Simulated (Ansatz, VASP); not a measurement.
**Two plane-wave programs on Na2Sr2Te3**

```
CELL_PARAMETERS angstrom
5.59728 0.00000 0.00000
-2.79864 4.84739 0.00000
0.00000 0.00000 10.07315
ATOMIC_POSITIONS crystal
Na 0.33333 0.66667 0.50000
Na 0.66667 0.33333 0.50000
Sr 0.33333 0.66667 0.00000
Sr 0.66667 0.33333 0.00000
Te 0.00000 0.00000 0.50000
Te 0.00000 0.00000 0.16141
Te 0.00000 0.00000 0.83859
```

Alike in both runs: functional PBE; k mesh 6 × 6 × 4; occupations gaussian, width 0.1 eV; no spin polarisation.

Ansatz relaxed the structure, and its values are those at the end. VASP's run is a single point on that final structure, the one shown.

|  | VASP | Ansatz |
| --- | --- | --- |
| version | VASP 6.6.1 | Ansatz 0.2.0 |
| potentials or method | VASP PAW PBE potentials, release 64 (Na_pv, Sr_sv, Te), cutoff 520 eV | scalar-relativistic, plane waves, PAW |
| valence electrons in the cell | 52 | 86 |

|  | VASP | Ansatz | Ansatz less VASP |
| --- | --- | --- | --- |
| gap on the k mesh at the Fermi level (eV) | none | none | - |
| pressure (GPa) | 0.0 | 0.0 | -0.03 |

A gap of «none» marks a metal or a gap that the smearing closes. VASP's potentials hold 52 valence electrons a cell and Ansatz's 86, so a difference there can come from the potentials and not from the codes.

Neither program's run includes spin-orbit coupling.
